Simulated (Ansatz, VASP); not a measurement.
## One calculation of KCdCO3F, two programs

```
K Cd C O F
1.0
     5.03927    0.00000    0.00000
    -2.51963    4.36413    0.00000
     0.00000    0.00000    4.41506
K Cd C O F
1 1 1 3 1
Direct
  0.00000 0.00000 0.00000
  0.66667 0.33333 0.50000
  0.33333 0.66667 0.50000
  0.18586 0.37173 0.50000
  0.18586 0.81414 0.50000
  0.62827 0.81414 0.50000
  0.66667 0.33333 0.00000
```

Alike in both runs: functional PBEsol; k mesh 6 × 6 × 6; occupations gaussian, width 0.02 eV; no spin polarisation.

Ansatz relaxed the structure, and its values are those at the end. VASP's run is a single point on that final structure, the one shown.

```csv
,VASP,Ansatz
version,VASP 6.6.1,Ansatz 0.2.0
potentials or method,"VASP PAW PBE potentials, release 64 (K_sv, Cd, C, O, F), cutoff 520 eV","scalar-relativistic, plane waves, PAW"
valence electrons in the cell,50,58
```

```csv
,VASP,Ansatz,Ansatz less VASP
gap on the k mesh at the Fermi level (eV),1.89,1.92,+0.029
least direct gap on the mesh (eV),1.89,1.92,+0.030
pressure (GPa),0.9,0.0,-0.96
rms of the force components (eV/Å),0.113,0.000,-0.1132
```

VASP's potentials were made for PBE, not for PBEsol. With one functional, cell and mesh, what is left measures potentials, basis and numerics. VASP's potentials hold 50 valence electrons a cell and Ansatz's 58, so a difference there can come from the potentials and not from the codes.
